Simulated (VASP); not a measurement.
# ZrSiO (P4/nmm) in VASP: further runs

The runs below take ZrSiO through single point, with PBEsol.

All numbers are computed with VASP 6.6.1; they aren't measurements. Logs are shortened: lines on timing, memory, paths and dates and some standing lists are left out, and cuts for length are marked.

### 1 The cell of the first run

The structure is tetragonal, space group P4/nmm (No. 129). Conventional cell: a = 3.406 Å, b = 3.406 Å, c = 7.543 Å, α = 90.00°, β = 90.00°, γ = 90.00°. Zr (site symmetry 4mm) has 5 O at 2.28 to 2.48 Å and 4 Si at 2.88 Å within 3.0 Å. Si (site symmetry -4m2) has 4 Si at 2.41 Å and 4 Zr at 2.88 Å within 3.2 Å. O (site symmetry 4mm) has 5 Zr at 2.28 to 2.48 Å and 4 O at 2.94 Å within 3.0 Å.

### 2 Single point, PBEsol

Contents of INCAR:

```
SYSTEM = ZrSiO
PREC = Accurate
ENCUT = 520
EDIFF = 1E-6
ISMEAR = -1
SIGMA = 0.1
LREAL = .False.
LASPH = .True.
NELM = 100
ALGO = Normal
ISIF = 2
LWAVE = .False.
LCHARG = .False.
GGA = PS
NBANDS = 31
```

Contents of KPOINTS:

```
Automatic mesh
0
Gamma
  7 7 3
  0 0 0
```

Contents of POSCAR:

```
ZrSiO
1.0
    3.4062618259      0.0000000000      0.0000000000
    0.0000000000      3.4062618259      0.0000000000
    0.0000000000      0.0000000000      7.5428868682
Zr Si O
2 2 2
Direct
    0.0000000000      0.5000000000      0.6915900000
    0.5000000000      0.0000000000      0.3084100000
    0.5000000000      0.5000000000      0.0000000000
    0.0000000000      0.0000000000      0.0000000000
    0.0000000000      0.5000000000      0.3887060000
    0.5000000000      0.0000000000      0.6112940000
```

Potentials or basis: VASP PAW PBE potentials, release 64 (Zr_sv, Si, O).

Launch:

```console
cat potpaw_PBE.64/Zr_sv/POTCAR potpaw_PBE.64/Si/POTCAR potpaw_PBE.64/O/POTCAR > POTCAR
mpirun -np 1 vasp_std > vasp.out
```

OUTCAR:

```text
SYSTEM = ZrSiO
   PREC = Accurate
   ENCUT = 520
   EDIFF = 1E-6
   ISMEAR = -1
   LREAL = .False.
   LASPH = .True.
   NELM = 100
   ISIF = 2
   GGA = PS

 ion  position               nearest neighbor table
   1  0.000  0.500  0.692-   5 2.28   6 2.48   6 2.48   6 2.48   6 2.48   3 2.88   3 2.88   4 2.88
                             4 2.88   2 3.76   2 3.76   2 3.76   2 3.76
   2  0.500  0.000  0.308-   6 2.28   5 2.48   5 2.48   5 2.48   5 2.48   3 2.88   4 2.88   4 2.88
                             3 2.88   1 3.76   1 3.76   1 3.76   1 3.76
   3  0.500  0.500  0.000-   4 2.41   4 2.41   4 2.41   4 2.41   2 2.88   1 2.88   1 2.88   2 2.88

   4  0.000  0.000  0.000-   3 2.41   3 2.41   3 2.41   3 2.41   2 2.88   2 2.88   1 2.88   1 2.88

   5  0.000  0.500  0.389-   1 2.28   2 2.48   2 2.48   2 2.48   2 2.48
   6  0.500  0.000  0.611-   2 2.28   1 2.48   1 2.48   1 2.48   1 2.48

  LATTYP: Found a simple tetragonal cell.
 ALAT       =     3.4062618259
 C/A-ratio  =     2.2144178145

  Lattice vectors:

 A1 = (   3.4062618259,   0.0000000000,   0.0000000000)
 A2 = (   0.0000000000,   3.4062618259,   0.0000000000)
 A3 = (   0.0000000000,   0.0000000000,   7.5428868682)

Analysis of symmetry for initial positions (statically):
=====================================================================
 Subroutine PRICEL returns:
 Original cell was already a primitive cell.

 Routine SETGRP: Setting up the symmetry group for a
 simple tetragonal supercell.

 Subroutine GETGRP returns: Found 16 space group operations
 (whereof  8 operations were pure point group operations)
 out of a pool of 16 trial point group operations.

The static configuration has the point symmetry D_2d.
 The point group associated with its full space group is D_4h.

Analysis of symmetry for dynamics (positions and initial velocities):
=====================================================================
 Subroutine PRICEL returns:
 Original cell was already a primitive cell.

 Routine SETGRP: Setting up the symmetry group for a
 simple tetragonal supercell.

 Subroutine GETGRP returns: Found 16 space group operations
 (whereof  8 operations were pure point group operations)
 out of a pool of 16 trial point group operations.

The dynamic configuration has the point symmetry D_2d.
 The point group associated with its full space group is D_4h.

 Subroutine INISYM returns: Found 16 space group operations
 (whereof  8 operations are pure point group operations),
[... 100 lines left out ...]
   LREAL  =      F    real-space projection
   EDIFFG = 0.1E-04   stopping-criterion for IOM
   NSW    =      0    number of steps for IOM
   IBRION =     -1    ionic relax: 0-MD 1-quasi-New 2-CG
   NFREE  =      0    steps in history (QN), initial steepest desc. (CG)
   ISIF   =      2    stress and relaxation
   ISYM   =      2    0-nonsym 1-usesym 2-fastsym
   POTIM  = 0.5000    time-step for ionic-motion
   TEBEG  =    0.0;   TEEND  =   0.0 temperature during run
   PSTRESS=    0.0 pullay stress
   NELECT =      44.0000    total number of electrons
   NUPDOWN=      -1.0000    fix difference up-down
   EMIN   =  10.00;   EMAX   =-10.00  energy-range for DOS
   EFERMI =   0.00;   METHOD = LEGACY
   ISMEAR =    -1;   SIGMA  =   0.10  broadening in eV -4-tet -1-fermi 0-gaus
   EFERMI_NEDOS =   21; number of points for ismear=-14 and -15
   IALGO  =     38    algorithm
   IMIX   =      4    mixing-type and parameters
     AMIX     =   0.40;   BMIX     =  1.00
     AMIX_MAG =   1.60;   BMIX_MAG =  1.00
  volume/ion in A,a.u.               =      14.59        98.43
  Fermi-wavevector in a.u.,A,eV,Ry     =   1.301751  2.459952 23.055821  1.694555
  Thomas-Fermi vector in A             =   2.432864
   LORBIT       =      0    0 simple, 1 ext, 2 COOP (PROOUT), +10 PAW based schemes
   GGA     = PS    functional components
   LHFCALC =     F    Hartree Fock is set to
   AEXX    =    0.0000 exact exchange contribution
   IVDW    =     0    specifies the selected vdW correction
   LEPSILON=     F    determine dielectric tensor
   LRPA    =     F    only Hartree local field effects (RPA)
 non-spin polarized calculation
  energy-cutoff  :      520.00
  volume of cell :       87.52
 maximum number of plane-waves:      2373
 NGX is ok and might be reduce to    28
   NGX = 13   NGY = 13   NGZ = 29

 number of electron      44.0000002 magnetization

 Free energy of the ion-electron system (eV)
  ---------------------------------------------------
  ext. energy  EPLUGINS =         0.00000000
  ---------------------------------------------------
  free energy    TOTEN  =       -50.87191202 eV

  energy without entropy =      -50.81707911  energy(sigma->0) =      -50.84449556

 E-fermi :   9.5150     XC(G=0): -11.4434

 val. band max:        9.4712406200   @ k =   0.0000   0.0000   0.0000
 cond. band min:       9.6505974525   @ k =   0.2857   0.1429   0.3333
 fundamental gap:      0.1793568324
 Fermi energy:         9.5149596683

 k-point     1 :       0.0000    0.0000    0.0000
  band No.  band energies     occupation
      1     -40.7274      2.00000
      2     -40.7124      2.00000
      3     -18.9235      2.00000
      4     -18.7128      2.00000
      5     -18.6149      2.00000
      6     -18.6149      2.00000
[... 669 lines left out ...]
     30      12.7190      0.00000
     31      13.9351      0.00000

------------------------ aborting loop because EDIFF is reached ----------------------------------------

  FORCE on cell =-STRESS in cart. coord.  units (eV):
  Direction    XX          YY          ZZ          XY          YZ          ZX
  --------------------------------------------------------------------------------------
  -------------------------------------------------------------------------------------
  Total       -9.0244005     -9.0244005    -10.0566797      0.0000000      0.0000000      0.0000000
  in kB     -165.2096048   -165.2096048   -184.1075295      0.0000000      0.0000000      0.0000000
  external PRESSURE =    -171.5089130 kB  Pullay stress =       0.0000000 kB

 VOLUME and BASIS-vectors are now :
 -----------------------------------------------------------------------------
  energy-cutoff  :      520.00
  volume of cell :       87.52
      direct lattice vectors                 reciprocal lattice vectors
     3.406261826  0.000000000  0.000000000     0.293576962  0.000000000  0.000000000
     0.000000000  3.406261826  0.000000000     0.000000000  0.293576962  0.000000000
     0.000000000  0.000000000  7.542886868     0.000000000  0.000000000  0.132575235

 POSITION                                       TOTAL-FORCE (eV/Angst)
 -----------------------------------------------------------------------------------
      0.00000      1.70313      5.21659         0.000000     -0.000000     -0.319820
      1.70313      0.00000      2.32630        -0.000000     -0.000000      0.319820
      1.70313      1.70313      0.00000         0.000000     -0.000000     -0.000000
      0.00000      0.00000      0.00000         0.000000      0.000000     -0.000000
      0.00000      1.70313      2.93197         0.000000     -0.000000      0.401388
      1.70313      0.00000      4.61092         0.000000     -0.000000     -0.401388
 -----------------------------------------------------------------------------------
    total drift:                                0.000000      0.000000      0.000000

  FREE ENERGIE OF THE ION-ELECTRON SYSTEM (eV)
  ---------------------------------------------------
  free  energy   TOTEN  =       -50.8719120163 eV

  energy  without entropy=      -50.8170791097  energy(sigma->0) =      -50.84449556
```

OSZICAR:

```text
N       E                     dE             d eps       ncg     rms          rms(c)
DAV:   1     0.330711851630E+03    0.33071E+03   -0.22700E+04  1240   0.136E+03
DAV:   2    -0.285684466409E+02   -0.35928E+03   -0.34525E+03  1450   0.362E+02
DAV:   3    -0.560473158125E+02   -0.27479E+02   -0.27226E+02  1890   0.854E+01
DAV:   4    -0.576423188468E+02   -0.15950E+01   -0.15912E+01  1827   0.176E+01
DAV:   5    -0.576917783598E+02   -0.49460E-01   -0.49455E-01  1707   0.261E+00    0.211E+01
DAV:   6    -0.511756236696E+02    0.65162E+01   -0.34723E+01  1511   0.284E+01    0.907E+00
DAV:   7    -0.509405125001E+02    0.23511E+00   -0.36427E+00  1803   0.953E+00    0.523E+00
DAV:   8    -0.508710988529E+02    0.69414E-01   -0.26377E-01  1567   0.312E+00    0.919E-01
DAV:   9    -0.508716510456E+02   -0.55219E-03   -0.30410E-02  1777   0.952E-01    0.381E-01
DAV:  10    -0.508719317002E+02   -0.28065E-03   -0.35066E-03  1596   0.439E-01    0.134E-01
DAV:  11    -0.508719210920E+02    0.10608E-04   -0.87515E-04  1745   0.189E-01    0.516E-02
DAV:  12    -0.508719137369E+02    0.73550E-05   -0.71621E-05  1558   0.523E-02    0.212E-02
DAV:  13    -0.508719119848E+02    0.17522E-05   -0.11243E-05  1489   0.166E-02    0.402E-03
DAV:  14    -0.508719120163E+02   -0.31501E-07   -0.14061E-06  1129   0.684E-03
   1 F= -.50871912E+02 E0= -.50844496E+02  d E =-.548329E-01
```

Run time: 64 s. Hardware: 1 thread of Intel Xeon 6975P-C (Granite Rapids), shared host; peak memory 0.21 GiB.

What came out:

```
Free energy            : -50.8719 eV
Pressure               : -17.2 GPa
Largest force          : 0.401 eV/Å
Band gap on the k mesh : zero (bands 22 and 23 overlap by 0.24 eV)
```

Forces in eV/Å, atoms in the order of the input:
```
Zr   0.000  0.000 -0.320
Zr   0.000  0.000  0.320
Si   0.000  0.000  0.000
Si   0.000  0.000  0.000
O    0.000  0.000  0.401
O    0.000  0.000 -0.401
```

Caveat: the cell stands under tension; the PAW data sets were made with another functional, which shifts forces and pressure a little.

### 3 Single point, PBEsol

This run uses another cell than the first one, of 15.13 Å³/atom.

Contents of INCAR:

```
SYSTEM = ZrSiO
  PREC = Accurate
  ENCUT = 520
  EDIFF = 1E-6
  ISMEAR = -1
  SIGMA = 0.1
  LREAL = .False.
  LASPH = .True.
  NELM = 100
  ALGO = Normal
  ISIF = 2
  LWAVE = .False.
  LCHARG = .False.
  GGA = PS
  NBANDS = 31
```

Contents of KPOINTS:

```
regular mesh
0
Gamma
  7 7 3
  0 0 0
```

Changes to POSCAR since step 2:

```diff
@@ -2,5 +2,5 @@
 1.0
-    3.4062618259      0.0000000000      0.0000000000
-    0.0000000000      3.4062618259      0.0000000000
-    0.0000000000      0.0000000000      7.5428868682
+    3.4478056986      0.0000000000      0.0000000000
+    0.0000000000      3.4478056986      0.0000000000
+    0.0000000000      0.0000000000      7.6348823600
 Zr Si O
```

Potentials or basis: VASP PAW PBE potentials, release 64 (Zr_sv, Si, O).

Launch:

```console
cat potpaw_PBE.64/Zr_sv/POTCAR potpaw_PBE.64/Si/POTCAR potpaw_PBE.64/O/POTCAR > POTCAR
mpirun -np 1 vasp_std > vasp.out
```

Run time: 58 s. Hardware: 1 thread of Intel Xeon 6975P-C (Granite Rapids), shared host; peak memory 0.22 GiB.

It converged, with:

```yaml
Free_energy: -50.4882 eV
Pressure: -20.9 GPa
Largest_force: 0.497 eV/Å
Band_gap_on_the_k_mesh: zero (bands 22 and 23 overlap by 0.23 eV)
```

Forces on the atoms (eV/Å):
```
Zr   0.000  0.000 -0.327
Zr   0.000  0.000  0.327
Si   0.000  0.000  0.000
Si   0.000  0.000  0.000
O    0.000  0.000  0.497
O    0.000  0.000 -0.497
```

Stress tensor (GPa, compression positive):
```
-20.07   0.00   0.00
  0.00 -20.07   0.00
  0.00   0.00 -22.58
```

Levels at points of the mesh, in eV from the Fermi level:
| k point | band 20 | band 21 | band 22 | band 23 | band 24 | band 25 |
| --- | --- | --- | --- | --- | --- | --- |
| (0.00, 0.00, 0.00) | -2.47 | -2.47 | -1.94 | -0.02 | 0.28 | 0.98 |

Caveat: the cell stands under tension; the PAW data sets were made with another functional, which shifts forces and pressure a little.
